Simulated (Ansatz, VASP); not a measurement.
Two plane-wave programs on Sn

```
Sn
1.0
     3.08843    0.00000    0.00000
     0.00000    3.08843    0.00000
     0.00000    0.00000    3.08843
Sn
1
Direct
  0.00000 0.00000 0.00000
```

Alike in both runs: functional PBE; k mesh 13 × 13 × 13; occupations fermi-dirac, width 0.05 eV; no spin polarisation.

Ansatz relaxed the structure, and its values are those at the end. VASP's run is a single point on that final structure, the one shown.

```csv
,VASP,Ansatz
version,VASP 6.6.1,Ansatz 0.2.0
potentials or method,"VASP PAW PBE potentials, release 64 (Sn_d)","PAW with Ansatz's default frozen-core files, scalar-relativistic"
plane-wave cutoff (eV),520,420
valence electrons in the cell,14,14
```

|  | VASP | Ansatz | Ansatz less VASP |
| --- | --- | --- | --- |
| pressure (GPa) | 0.0 | 0.0 | -0.02 |

The functional is the same, so the differences come from potentials, cutoffs and numerics.
